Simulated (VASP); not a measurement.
# Ti3Al (Fm-3m) in VASP: notebook

The runs below take Ti3Al through single point, with PBEsol.

Program: VASP 6.6.1. These are calculated values, not measurements. Logs are shortened: lines on timing, memory, paths and dates and some standing lists are left out, and cuts for length are marked.

## 1. The cell of the first run

Symmetry: Fm-3m, No. 225, cubic system. Conventional cell: a = 6.246 Å, b = 6.246 Å, c = 6.246 Å, α = 90.00°, β = 90.00°, γ = 90.00°. Ti (site symmetry -43m) has 10 Ti at 2.70 to 3.12 Å and 4 Al at 2.70 Å within 3.6 Å. Within 3.6 Å of Ti (site symmetry m-3m) lie 8 Ti at 2.70 Å and 6 Al at 3.12 Å. Within 3.6 Å of Al (site symmetry m-3m) lie 14 Ti at 2.70 to 3.12 Å.

## 2. Single point, PBEsol, collinear spin, ferromagnetic start

Input file INCAR:

```
PREC = Accurate
ENCUT = 520
EDIFF = 1E-6
ISMEAR = 0
SIGMA = 0.15
LREAL = F
LASPH = T
NELM = 150
ALGO = Normal
ISIF = 2
LWAVE = F
LCHARG = T
ISPIN = 2
MAGMOM = 1 1 1 0
LORBIT = 11
NUPDOWN = 3.0
LMAXMIX = 4
GGA = PS
LELF = T
LVHAR = T
NBANDS = 32
```

Input file KPOINTS:

```
Automatic mesh
0
Gamma
  12 12 12
```

Input file POSCAR:

```
Ti3Al
1.0
    0.0000000000      3.1231701287      3.1231701287
    3.1231701287      0.0000000000      3.1231701287
    3.1231701287      3.1231701287      0.0000000000
Ti Al
3 1
Direct
    0.7500000000      0.7500000000      0.7500000000
    0.2500000000      0.2500000000      0.2500000000
    0.0000000000      0.0000000000      0.0000000000
    0.5000000000      0.5000000000      0.5000000000
```

Potentials or basis: VASP PAW PBE potentials, release 64 (Ti_sv, Al).

Command:

```console
cat potpaw_PBE.64/Ti_sv/POTCAR potpaw_PBE.64/Al/POTCAR > POTCAR
mpirun -np 1 vasp_std > vasp.out
```

OUTCAR:

```text
PREC = Accurate
   ENCUT = 520
   EDIFF = 1E-6
   ISMEAR = 0
   LREAL = F
   LASPH = T
   NELM = 150
   ISIF = 2
   ISPIN = 2
   LORBIT = 11
   NUPDOWN = 3.0
   GGA = PS

 ion  position               nearest neighbor table
   1  0.750  0.750  0.750-   4 2.70   4 2.70   4 2.70   3 2.70   4 2.70   3 2.70   3 2.70   3 2.70

   2  0.250  0.250  0.250-   3 2.70   3 2.70   3 2.70   3 2.70   4 2.70   4 2.70   4 2.70   4 2.70

   3  0.000  0.000  0.000-   1 2.70   1 2.70   1 2.70   1 2.70   2 2.70   2 2.70   2 2.70   2 2.70
                             4 3.12   4 3.12   4 3.12   4 3.12   4 3.12   4 3.12
   4  0.500  0.500  0.500-   2 2.70   2 2.70   2 2.70   1 2.70   2 2.70   1 2.70   1 2.70   1 2.70
                             3 3.12   3 3.12   3 3.12   3 3.12   3 3.12   3 3.12

  LATTYP: Found a face centered cubic cell.
 ALAT       =     6.2463402574

  Lattice vectors:

 A1 = (   0.0000000000,   3.1231701287,   3.1231701287)
 A2 = (   3.1231701287,   0.0000000000,   3.1231701287)
 A3 = (   3.1231701287,   3.1231701287,   0.0000000000)

Analysis of symmetry for initial positions (statically):
=====================================================================
 Subroutine PRICEL returns:
 Original cell was already a primitive cell.

 Routine SETGRP: Setting up the symmetry group for a
 face centered cubic supercell.

 Subroutine GETGRP returns: Found 48 space group operations
 (whereof 48 operations were pure point group operations)
 out of a pool of 48 trial point group operations.

The static configuration has the point symmetry O_h .

Analysis of symmetry for dynamics (positions and initial velocities):
=====================================================================
 Subroutine PRICEL returns:
 Original cell was already a primitive cell.

 Routine SETGRP: Setting up the symmetry group for a
 face centered cubic supercell.

 Subroutine GETGRP returns: Found 48 space group operations
 (whereof 48 operations were pure point group operations)
 out of a pool of 48 trial point group operations.

The dynamic configuration has the point symmetry O_h .

Analysis of structural, dynamic, and magnetic symmetry:
=====================================================================
 Subroutine PRICEL returns:
 Original cell was already a primitive cell.

 Routine SETGRP: Setting up the symmetry group for a
 face centered cubic supercell.

 Subroutine GETGRP returns: Found 48 space group operations
 (whereof 48 operations were pure point group operations)
 out of a pool of 48 trial point group operations.

The overall configuration has the point symmetry O_h .

 Subroutine INISYM returns: Found 48 space group operations
 (whereof 48 operations are pure point group operations),
 and found     1 'primitive' translations

----------------------------------------------------------------------------------------

                                     Primitive cell

  volume of cell :      60.9280

  direct lattice vectors                    reciprocal lattice vectors
     0.000000000  3.123170129  3.123170129    -0.160093744  0.160093744  0.160093744
     3.123170129  0.000000000  3.123170129     0.160093744 -0.160093744  0.160093744
     3.123170129  3.123170129  0.000000000     0.160093744  0.160093744 -0.160093744

  length of vectors
     4.416829554  4.416829554  4.416829554     0.277290499  0.277290499  0.277290499

  position of ions in fractional coordinates (direct lattice)
     0.750000000  0.750000000  0.750000000
     0.250000000  0.250000000  0.250000000
     0.000000000  0.000000000  0.000000000
     0.500000000  0.500000000  0.500000000

  ion indices of the primitive-cell ions
   primitive index   ion index
                 1           1
                 2           2
                 3           3
                 4           4

----------------------------------------------------------------------------------------

 KPOINTS: Automatic mesh

Automatic generation of k-mesh.
 Grid dimensions read from file:
 generate k-points for:   12   12   12

 Generating k-lattice:

  Cartesian coordinates                     Fractional coordinates (reciprocal lattice)
    -0.013341145  0.013341145  0.013341145     0.083333333  0.000000000  0.000000000
     0.013341145 -0.013341145  0.013341145     0.000000000  0.083333333  0.000000000
     0.013341145  0.013341145 -0.013341145     0.000000000  0.000000000  0.083333333

  Length of vectors
     0.023107542  0.023107542  0.023107542

  Shift w.r.t. Gamma in fractional coordinates (k-lattice)
     0.000000000  0.000000000  0.000000000

 Subroutine IBZKPT returns following result:
 ===========================================

 Found     72 irreducible k-points:

 Following reciprocal coordinates:
            Coordinates               Weight
  0.000000  0.000000  0.000000      1.000000
  0.083333  0.000000  0.000000      8.000000
  0.166667  0.000000  0.000000      8.000000
  0.250000  0.000000  0.000000      8.000000
  0.333333  0.000000  0.000000      8.000000
  0.416667  0.000000  0.000000      8.000000
[... 16 lines left out ...]
  0.500000  0.166667  0.000000     24.000000
 -0.416667  0.166667  0.000000     24.000000
 [... further k-points ...]
   k-points           NKPTS =     72   k-points in BZ     NKDIM =     72   number of bands    NBANDS=     32
   number of dos      NEDOS =    301   number of ions     NIONS =      4
   total plane-waves  NPLWV =  46656
   dimension x,y,z NGX =    36 NGY =   36 NGZ =   36
   dimension x,y,z NGXF=    72 NGYF=   72 NGZF=   72
   ions per type =               3   1
   NGX,Y,Z   is equivalent  to a cutoff of  13.55, 13.55, 13.55 a.u.
   NGXF,Y,Z  is equivalent  to a cutoff of  27.10, 27.10, 27.10 a.u.
 SYSTEM =  unknown system
   PREC   = accura    normal or accurate (medium, high low for compatibility)
   ISTART =      0    job   : 0-new  1-cont  2-samecut
   ICHARG =      2    charge: 1-file 2-atom 10-const
   ISPIN  =      2    spin polarized calculation?
   LNONCOLLINEAR =      F non collinear calculations
   LSORBIT =      F    spin-orbit coupling
   LASPH  =      T    aspherical Exc in radial PAW
   ENCUT  =  520.0 eV  38.22 Ry    6.18 a.u.   8.21  8.21  8.21*2*pi/ulx,y,z
   NELM   =    150;   NELMIN=  2; NELMDL= -5     # of ELM steps
   EDIFF  = 0.1E-05   stopping-criterion for ELM
   LREAL  =      F    real-space projection
   EDIFFG = 0.1E-04   stopping-criterion for IOM
   NSW    =      0    number of steps for IOM
   IBRION =     -1    ionic relax: 0-MD 1-quasi-New 2-CG
   NFREE  =      0    steps in history (QN), initial steepest desc. (CG)
   ISIF   =      2    stress and relaxation
   ISYM   =      2    0-nonsym 1-usesym 2-fastsym
   POTIM  = 0.5000    time-step for ionic-motion
   TEBEG  =    0.0;   TEEND  =   0.0 temperature during run
   PSTRESS=    0.0 pullay stress
   NELECT =      39.0000    total number of electrons
   NUPDOWN=       3.0000    fix difference up-down
   EMIN   =  10.00;   EMAX   =-10.00  energy-range for DOS
   EFERMI =   0.00;   METHOD = LEGACY
   ISMEAR =     0;   SIGMA  =   0.15  broadening in eV -4-tet -1-fermi 0-gaus
   EFERMI_NEDOS =   21; number of points for ismear=-14 and -15
   IALGO  =     38    algorithm
   IMIX   =      4    mixing-type and parameters
     AMIX     =   0.40;   BMIX     =  1.00
     AMIX_MAG =   1.60;   BMIX_MAG =  1.00
  volume/ion in A,a.u.               =      15.23       102.79
  Fermi-wavevector in a.u.,A,eV,Ry     =   1.410882  2.666181 27.083598  1.990588
  Thomas-Fermi vector in A             =   2.532790
   LORBIT       =     11    0 simple, 1 ext, 2 COOP (PROOUT), +10 PAW based schemes
   GGA     = PS    functional components
   LHFCALC =     F    Hartree Fock is set to
   AEXX    =    0.0000 exact exchange contribution
   IVDW    =     0    specifies the selected vdW correction
   LEPSILON=     F    determine dielectric tensor
   LRPA    =     F    only Hartree local field effects (RPA)
 spin polarized calculation
 Gauss-broadening in eV      SIGMA  =   0.15
  energy-cutoff  :      520.00
  volume of cell :       60.93
 maximum number of plane-waves:      1676
 NGX is ok and might be reduce to    36
   NGX = 17   NGY = 17   NGZ = 17

 number of electron      38.9999989 magnetization       2.9999999

 Free energy of the ion-electron system (eV)
  ---------------------------------------------------
  ext. energy  EPLUGINS =         0.00000000
  ---------------------------------------------------
  free energy    TOTEN  =       -29.53084140 eV

  energy without entropy =      -29.47911294  energy(sigma->0) =      -29.50497717

 E-fermi :   9.0087     XC(G=0): -11.8297

 val. band max:        9.3587090666   @ k =  -0.3333   0.3333   0.0833
 cond. band min:       9.0093611572   @ k =  -0.4167   0.4167   0.0000
 fundamental gap:     -0.3493479094
 Fermi energy:         9.4307420284

 spin component 1

 k-point     1 :       0.0000    0.0000    0.0000
  band No.  band energies     occupation
      1     -47.3750      1.00000
      2     -47.2260      1.00000
      3     -47.0854      1.00000
      4     -23.8352      1.00000
      5     -23.8352      1.00000
      6     -23.8352      1.00000
[... 23 lines left out ...]
     30      15.2610      0.00000
     31      15.2610      0.00000

 k-point     2 :       0.0833    0.0000    0.0000
  band No.  band energies     occupation
      1     -47.3712      1.00000
      2     -47.2269      1.00000
      3     -47.0884      1.00000
      4     -23.8568      1.00000
      5     -23.8467      1.00000
      6     -23.8467      1.00000
[... 23 lines left out ...]
     30      15.3102      0.00000
     31      15.3102      0.00000

 k-point     3 :       0.1667    0.0000    0.0000
  band No.  band energies     occupation
      1     -47.3602      1.00000
      2     -47.2297      1.00000
      3     -47.0968      1.00000
      4     -23.8862      1.00000
      5     -23.8709      1.00000
      6     -23.8709      1.00000
[... 703 lines left out ...]
     30      13.7984      0.00000
     31      14.0318      0.00000

 k-point    24 :      -0.4167    0.1667    0.0000
  band No.  band energies     occupation
      1     -47.2851      1.00000
      2     -47.2534      1.00000
      3     -47.1491      1.00000
      4     -23.9588      1.00000
      5     -23.9514      1.00000
      6     -23.8862      1.00000
[... 23 lines left out ...]
     30      13.8262      0.00000
     31      14.0743      0.00000

 [... further k-points ...]

 spin component 2

 k-point     1 :       0.0000    0.0000    0.0000
  band No.  band energies     occupation
      1     -46.8362      1.00000
      2     -46.7527      1.00000
      3     -46.1913      1.00000
      4     -23.2543      1.00000
      5     -23.2543      1.00000
      6     -23.2543      1.00000
[... 23 lines left out ...]
     30      15.6748      0.00000
     31      15.6748      0.00000

 k-point     2 :       0.0833    0.0000    0.0000
  band No.  band energies     occupation
      1     -46.8340      1.00000
      2     -46.7537      1.00000
      3     -46.1926      1.00000
      4     -23.2734      1.00000
      5     -23.2591      1.00000
      6     -23.2591      1.00000
[... 23 lines left out ...]
     30      15.7256      0.00000
     31      15.7256      0.00000

 k-point     3 :       0.1667    0.0000    0.0000
  band No.  band energies     occupation
      1     -46.8276      1.00000
      2     -46.7564      1.00000
      3     -46.1964      1.00000
      4     -23.2974      1.00000
      5     -23.2703      1.00000
      6     -23.2703      1.00000
[... 703 lines left out ...]
     30      14.3347      0.00000
     31      14.5914      0.00000

 k-point    24 :      -0.4167    0.1667    0.0000
  band No.  band energies     occupation
      1     -46.7867      1.00000
      2     -46.7796      1.00000
      3     -46.2151      1.00000
      4     -23.3474      1.00000
      5     -23.3337      1.00000
      6     -23.2716      1.00000
[... 23 lines left out ...]
     30      14.3868      0.00000
     31      14.5874      0.00000

 [... further k-points ...]

 [bands above 31 left out]

------------------------ aborting loop because EDIFF is reached ----------------------------------------

  FORCE on cell =-STRESS in cart. coord.  units (eV):
  Direction    XX          YY          ZZ          XY          YZ          ZX
  --------------------------------------------------------------------------------------
  -------------------------------------------------------------------------------------
  Total        3.8908132      3.8908132      3.8908132      0.0000000      0.0000000     -0.0000000
  in kB      102.3137584    102.3137584    102.3137584      0.0000000      0.0000000     -0.0000000
  external PRESSURE =     102.3137584 kB  Pullay stress =       0.0000000 kB

 VOLUME and BASIS-vectors are now :
 -----------------------------------------------------------------------------
  energy-cutoff  :      520.00
  volume of cell :       60.93
      direct lattice vectors                 reciprocal lattice vectors
     0.000000000  3.123170129  3.123170129    -0.160093744  0.160093744  0.160093744
     3.123170129  0.000000000  3.123170129     0.160093744 -0.160093744  0.160093744
     3.123170129  3.123170129  0.000000000     0.160093744  0.160093744 -0.160093744

 POSITION                                       TOTAL-FORCE (eV/Angst)
 -----------------------------------------------------------------------------------
      4.68476      4.68476      4.68476        -0.000000      0.000000      0.000000
      1.56159      1.56159      1.56159        -0.000000     -0.000000     -0.000000
      0.00000      0.00000      0.00000         0.000000      0.000000      0.000000
      3.12317      3.12317      3.12317         0.000000      0.000000      0.000000
 -----------------------------------------------------------------------------------
    total drift:                                0.000000      0.000000      0.000000

  FREE ENERGIE OF THE ION-ELECTRON SYSTEM (eV)
  ---------------------------------------------------
  free  energy   TOTEN  =       -29.5308414004 eV

  energy  without entropy=      -29.4791129360  energy(sigma->0) =      -29.50497717

 total charge

# of ion       s       p       d       tot
------------------------------------------
    1        2.231   6.155   1.986  10.372
    2        2.231   6.155   1.986  10.372
    3        2.273   6.125   2.045  10.444
    4        0.419   0.454   0.000   0.873
--------------------------------------------------
tot          7.154  18.890   6.018  32.062

 magnetization (x)

# of ion       s       p       d       tot
------------------------------------------
    1        0.006   0.057   0.493   0.557
    2        0.006   0.057   0.493   0.557
    3        0.013   0.055   1.051   1.120
    4       -0.008  -0.007   0.000  -0.016
--------------------------------------------------
tot          0.017   0.163   2.037   2.217
```

Run time: 3.4 min. Hardware: 1 thread of AMD EPYC 9R45 (Zen 5), shared host; peak memory 0.34 GiB.

Results:

```yaml
Free_energy: -29.5308 eV
Pressure: 10.2 GPa
Net_moment: 3.00 μB per cell
Site_moments: Ti +0.56, +1.12; Al -0.02 μB
Valence_electrons_inside_the_program's_atomic_spheres: Ti 10.37, 10.44; Al 0.87
```

Caveat: the PAW data sets were made with another functional, which shifts forces and pressure a little; the total moment is fixed, so each spin has its own Fermi level.

(Continued in part 2 of 2.)
